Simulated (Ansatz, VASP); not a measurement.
# Pb: VASP beside Ansatz

```xyz
1
Lattice="-2.0755 1.9808 1.9808 1.9808 -2.0755 1.9808 1.9808 1.9808 -2.0755" Properties=species:S:1:pos:R:3 pbc="T T T"
Pb    0.0000    0.0000    0.0000
```

Alike in both runs: task single point; functional LDA; k mesh 18 × 18 × 18; occupations gaussian, width 0.15 eV; no spin polarisation.

|  | VASP | Ansatz |
| --- | --- | --- |
| version | VASP 6.6.1 | Ansatz 0.2.0 |
| potentials or method | VASP PAW LDA potentials, release 64 (Pb_d), cutoff 520 eV | scalar-relativistic, plane waves, PAW |
| valence electrons in the cell | 14 | 14 |

```tsv
	VASP	Ansatz	Ansatz less VASP
gap on the k mesh at the Fermi level (eV)	none	none	-
pressure (GPa)	-2.7	-2.7	-0.03
traceless stress, the component that is largest in VASP (GPa)	0.94	0.94	-0.009
```

LDA's correlation is that of Perdew and Zunger in VASP and of Perdew and Wang (1992) in Ansatz. A gap of «none» marks a metal or a gap that the smearing closes.

Spin-orbit coupling is off throughout.
